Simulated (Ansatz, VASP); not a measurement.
**GaSb in VASP and in Ansatz**

INCAR

```
PREC = Accurate
ENCUT = 520
EDIFF = 1E-6
ISMEAR = -1
SIGMA = 0.02
LREAL = False
LASPH = True
NELM = 60
ALGO = Normal
ISIF = 2
LWAVE = False
LCHARG = False
GGA = PE
NBANDS = 16
```

Contents of KPOINTS:

```
Automatic mesh
0
Gamma
  8 8 8
```

File POSCAR:

```
GaSb
1.0
    0.0000000000      3.0658788000      3.0658788000
    3.0658788000      0.0000000000      3.0658788000
    3.0658788000      3.0658788000      0.0000000000
Ga Sb
1 1
Direct
    0.0000000000      0.0000000000      0.0000000000
    0.2500000000      0.2500000000      0.2500000000
```

Input for Ansatz:

```yaml
crystal:
  lattice:
    - [0.0, 3.0658788, 3.0658788]
    - [3.0658788, 0.0, 3.0658788]
    - [3.0658788, 3.0658788, 0.0]
  atoms:
    - { symbol: Ga, position: [0.0, 0.0, 0.0] }
    - { symbol: Sb, position: [0.25, 0.25, 0.25] }
kpoints:
  mp_grid: { grid: [8, 8, 8] }
  band_path:
    path:
      - [0.0, 0.0, 0.0]
      - [-0.5, -0.5, 0.0]
      - [-0.375, -0.375, 0.25]
      - [-0.375, 0.0, 0.375]
      - [0.0, 0.0, 0.5]
      - [-0.5, -0.25, 0.25]
    npoints: 1
hamiltonian:
  xc: pbe
scf:
  occupations: { method: fermi_dirac, width: 0.02 }
  n_extra_bands: 4
output:
  forces: true
  stress: true
  eigenvalues: true
```

Alike in both runs: task single point; functional PBE; k mesh 8 × 8 × 8; occupations fermi-dirac, width 0.02 eV; no spin polarisation.

|  | VASP | Ansatz |
| --- | --- | --- |
| version | VASP 6.6.1 | Ansatz 0.2.0 |
| potentials or method | VASP PAW PBE potentials, release 64 (Ga_d, Sb) | plane waves, PAW |
| plane-wave cutoff (eV) | 520 | 420 |
| valence electrons in the cell | 18 | 28 |

```csv
,VASP,Ansatz,Ansatz less VASP
pressure (GPa),2.0,2.0,-0.07
```

VASP's potentials hold 18 valence electrons a cell and Ansatz's 28, so a difference there can come from the potentials and not from the codes.

Spin-orbit coupling is off throughout.
